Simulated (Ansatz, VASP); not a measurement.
Pb in VASP and in Ansatz

The input INCAR:

```
PREC = Accurate ; ENCUT = 520
EDIFF = 1E-7 ; ISMEAR = -1
SIGMA = 0.05 ; LREAL = False
LASPH = True ; NELM = 80
ALGO = Fast ; ISIF = 2
LWAVE = False ; LCHARG = False
GGA = PS ; NBANDS = 21
```

Contents of KPOINTS:

```
regular mesh
0
Gamma
  9 9 5
```

POSCAR

```
Pb
1.0
    3.0386068135     -1.7503199600      0.0000000000
    3.0386068135      1.7503199600      0.0000000000
   -2.1154626375      0.0000000000      6.0952248674
Pb
2
Direct
    0.8992000000      0.9126090000      0.7288880000
    0.0934150000      0.0824840000      0.2714710000
```

The input input.yaml:

```yaml
crystal:
  lattice:
    - [3.0386068135, -1.75031996, 0.0]
    - [3.0386068135, 1.75031996, 0.0]
    - [-2.1154626375, 0.0, 6.0952248674]
  atoms:
    - { symbol: Pb, position: [0.8992, 0.912609, 0.728888] }
    - { symbol: Pb, position: [0.093415, 0.082484, 0.271471] }
kpoints:
  mp_grid: { grid: [9, 9, 5] }
scf:
  occupations: { method: fermi_dirac, width: 0.05 }
hamiltonian:
  xc: pbesol
  pseudopotentials: { kind: all_electron, lapw: { basis_error: 0.001 } }
output:
  forces: true
  stress: true
  eigenvalues: true
  populations: true
```

Change from the starting cell: atoms moved at random, drawn with an rms of 0.05 Å.

Alike in both runs: task single point; functional PBEsol; k mesh 9 × 9 × 5; occupations fermi-dirac, width 0.05 eV; no spin polarisation.

|  | VASP | Ansatz |
| --- | --- | --- |
| version | VASP 6.6.1 | Ansatz 0.2.0 |
| potentials or method | VASP PAW PBE potentials, release 64 (Pb_d), cutoff 520 eV | all-electron LAPW, scalar-relativistic |

```tsv
	VASP	Ansatz	Ansatz less VASP
gap on the k mesh at the Fermi level (eV)	none	none	-
pressure (GPa)	-1.9	-1.9	+0.06
traceless stress, the component that is largest in VASP (GPa)	-0.11	-0.11	0.000
rms of the force components (eV/Å)	0.113	0.112	-0.0005
```

VASP's potentials were made for PBE, not for PBEsol. Atom by atom the forces differ by 0.001 eV/Å (rms over components). A gap of «none» marks a metal or a gap that the smearing closes. Ansatz ran all-electron here, and VASP with PAW potentials.

Neither program's run includes spin-orbit coupling.
